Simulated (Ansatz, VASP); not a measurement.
Two plane-wave programs on Ga2P

```
Ga P
1.0
     5.13131    0.00000    0.00000
     0.00000    6.25050    0.00000
     0.00000    0.00000    3.74425
Ga P
4 2
Direct
  0.19873 0.37756 0.00000
  0.80127 0.62244 0.00000
  0.69873 0.12244 0.50000
  0.30127 0.87756 0.50000
  0.00000 0.00000 0.00000
  0.50000 0.50000 0.50000
```

Alike in both runs: functional PBE; k mesh 4 × 4 × 6; occupations gaussian, width 0.1 eV; no spin polarisation.

Ansatz relaxed the structure, and its values are those at the end. VASP's run is a single point on that final structure, the one shown.

|  | VASP | Ansatz |
| --- | --- | --- |
| version | VASP 6.6.1 | Ansatz 0.2.0 |
| potentials or method | VASP PAW PBE potentials, release 64 (Ga_d, P), cutoff 520 eV | scalar-relativistic, plane waves, PAW |
| valence electrons in the cell | 62 | 62 |

|  | VASP | Ansatz | Ansatz less VASP |
| --- | --- | --- | --- |
| gap on the k mesh at the Fermi level (eV) | none | none | - |
| pressure (GPa) | 0.3 | 0.3 | -0.07 |
| rms of the force components (eV/Å) | 0.008 | 0.008 | +0.0003 |

A gap of «none» marks a metal or a gap that the smearing closes. The functional is the same, so the differences come from potentials, cutoffs and numerics.
